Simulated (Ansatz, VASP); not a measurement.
**Two plane-wave programs on AlAs5**

```
Al As
1.0
     5.17493    0.00000    0.00000
    -2.58747    4.48162    0.00000
     0.00000    0.00000    5.11033
Al As
1 5
Direct
  0.00000 0.00000 0.50000
  0.00000 0.28502 0.00000
  0.71498 0.71498 0.00000
  0.28502 0.00000 0.00000
  0.66667 0.33333 0.50000
  0.33333 0.66667 0.50000
```

Change from the starting cell: species swapped into the Mg5Sn type (P-62m, No. 189).

Alike in both runs: functional PBE; k mesh 6 × 6 × 4; occupations gaussian, width 0.1 eV; no spin polarisation.

Ansatz relaxed the structure, and its values are those at the end. VASP's run is a single point on that final structure, the one shown.

```csv
,VASP,Ansatz
version,VASP 6.6.1,Ansatz 0.2.0
potentials or method,"VASP PAW PBE potentials, release 64 (Al, As), cutoff 520 eV","scalar-relativistic, plane waves, PAW"
valence electrons in the cell,28,78
```

|  | VASP | Ansatz | Ansatz less VASP |
| --- | --- | --- | --- |
| gap on the k mesh at the Fermi level (eV) | none | none | - |
| pressure (GPa) | 0.1 | 0.0 | -0.14 |
| rms of the force components (eV/Å) | 0.018 | 0.002 | -0.0168 |

A gap of «none» marks a metal or a gap that the smearing closes. With one functional, cell and mesh, what is left measures potentials, basis and numerics. VASP's potentials hold 28 valence electrons a cell and Ansatz's 78, so a difference there can come from the potentials and not from the codes.
